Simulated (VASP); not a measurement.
Input of a VASP 6.6.1 run:

Contents of INCAR:

```
PREC = Accurate ; ENCUT = 520
EDIFF = 1E-6 ; ISMEAR = 0
SIGMA = 0.1 ; LREAL = F
LASPH = T ; NELM = 60
ALGO = Normal ; ISIF = 2
LWAVE = F ; LCHARG = T
LDIPOL = T ; IDIPOL = 3
DIPOL = 0.5 0.5 0.499 ; GGA = PE
LELF = T ; LVHAR = T
LVACPOTAV = T ; NBANDS = 34
```

Contents of KPOINTS:

```
regular mesh
0
Gamma
  12 12 1
```

File POSCAR:

```
Ti4C
1.0
    2.9357969433      0.0000000000      0.0000000000
   -1.4678984717      2.5424747333      0.0000000000
    0.0000000000      0.0000000000     25.9542893605
Ti C
4 1
Direct
    0.6666666667      0.3333333333      0.3274988531
    0.3333333333      0.6666666667      0.4168134331
    0.6666666667      0.3333333333      0.5040115041
    0.3333333333      0.6666666667      0.6065910988
    0.0000000000      0.0000000000      0.6385689553
```

Potentials or basis: VASP PAW PBE potentials, release 64 (Ti_sv, C).

Launch:

```console
$ cat potpaw_PBE.64/Ti_sv/POTCAR potpaw_PBE.64/C/POTCAR > POTCAR
$ mpirun -np 1 vasp_std > vasp.out
```

Question: What does it give for the largest force?

Answer: 0.379 eV/Å.

Question: What does it give for the band gap on the k mesh?

Answer: Zero (band 26 reaches 0.27 eV, above the bottom of band 27 at -0.43 eV).

Forces on the atoms (eV/Å):
```
Ti   0.000  0.000  0.333
Ti   0.000  0.000 -0.379
Ti   0.000  0.000  0.040
Ti   0.000  0.000 -0.319
C    0.000  0.000  0.325
```
